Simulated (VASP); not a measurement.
Input of a VASP 6.6.1 run:

The input INCAR:

```
SYSTEM = Cu
  PREC = Accurate
  ENCUT = 520
  EDIFF = 1E-6
  ISMEAR = 0
  SIGMA = 0.15
  LREAL = .FALSE.
  LASPH = .TRUE.
  NELM = 100
  ALGO = Normal
  ISIF = 2
  LWAVE = .FALSE.
  LCHARG = .TRUE.
  GGA = PE
  LELF = .TRUE.
  LVHAR = .TRUE.
  NBANDS = 12
```

KPOINTS

```
Automatic mesh
0
G
  30 30 30
  0 0 0
```

File POSCAR:

```
Cu
1.0
   -1.4644637663      1.4644637663      1.3795566845
    1.4644637663     -1.4644637663      1.3795566845
    1.4865967199      1.4865967199     -1.3795566845
Cu
1
Direct
    0.0000000000      0.0000000000      0.0000000000
```

Potentials or basis: VASP PAW PBE potentials, release 64 (Cu).

Command:

```bash
$ cat potpaw_PBE.64/Cu/POTCAR > POTCAR
$ mpirun -np 1 vasp_std > vasp.out
```

(1) What does it give for the pressure?

Results:

(1) 0.6 GPa.

Caveat: the cell differs from its parent crystal (strain +0.0150 x Voigt [0, 0, 0, 0, 0, 1]).
